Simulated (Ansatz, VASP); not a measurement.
**Two plane-wave programs on Al3Cu**

The input INCAR:

```
PREC = Accurate ; ENCUT = 520
EDIFF = 1E-7 ; ISMEAR = 0
SIGMA = 0.15 ; LREAL = False
LASPH = True ; NELM = 100
ALGO = Fast ; ISIF = 2
LWAVE = False ; LCHARG = False
GGA = CA ; NBANDS = 18
```

File KPOINTS:

```
regular mesh
0
Gamma
  12 12 12
```

The input POSCAR:

```
Al3Cu
1.0
    3.7667817243      0.0000000000      0.0000000000
    0.0000000000      3.7667817243      0.0000000000
    0.0000000000      0.0000000000      4.2526965667
Al Cu
3 1
Direct
    0.0000000000      0.5000000000      0.5000000000
    0.5000000000      0.0000000000      0.5000000000
    0.5000000000      0.5000000000      0.0000000000
    0.0000000000      0.0000000000      0.0000000000
```

Input for Ansatz:

```yaml
crystal:
  lattice:
    - [3.7667817243, 0.0, 0.0]
    - [0.0, 3.7667817243, 0.0]
    - [0.0, 0.0, 4.2526965667]
  atoms:
    - { symbol: Al, position: [0.0, 0.5, 0.5] }
    - { symbol: Al, position: [0.5, 0.0, 0.5] }
    - { symbol: Al, position: [0.5, 0.5, 0.0] }
    - { symbol: Cu, position: [0.0, 0.0, 0.0] }
basis:
  ecutwfc: 520.0
kpoints:
  mp_grid: { grid: [12, 12, 12] }
hamiltonian:
  xc: lda
  pseudopotentials: { kind: paw, azcp: { folder: soft_1 } }
scf:
  occupations: { method: gaussian, width: 0.15 }
output:
  forces: true
  stress: true
  eigenvalues: true
```

Alike in both runs: task single point; functional LDA; k mesh 12 × 12 × 12; occupations gaussian, width 0.15 eV; no spin polarisation.

|  | VASP | Ansatz |
| --- | --- | --- |
| version | VASP 6.6.1 | Ansatz 0.2.0 |
| potentials or method | VASP PAW LDA potentials, release 64 (Al, Cu), cutoff 520 eV | scalar-relativistic, plane waves, PAW |
| valence electrons in the cell | 20 | 28 |

|  | VASP | Ansatz | Ansatz less VASP |
| --- | --- | --- | --- |
| gap on the k mesh at the Fermi level (eV) | none | none | - |
| pressure (GPa) | -3.5 | -3.8 | -0.30 |
| traceless stress, the component that is largest in VASP (GPa) | -6.33 | -6.30 | +0.029 |

Ansatz warns that its potentials were made for another functional, while VASP's fit it. LDA's correlation is that of Perdew and Zunger in VASP and of Perdew and Wang (1992) in Ansatz. A gap of «none» marks a metal or a gap that the smearing closes. VASP's potentials hold 20 valence electrons a cell and Ansatz's 28, so a difference there can come from the potentials and not from the codes.
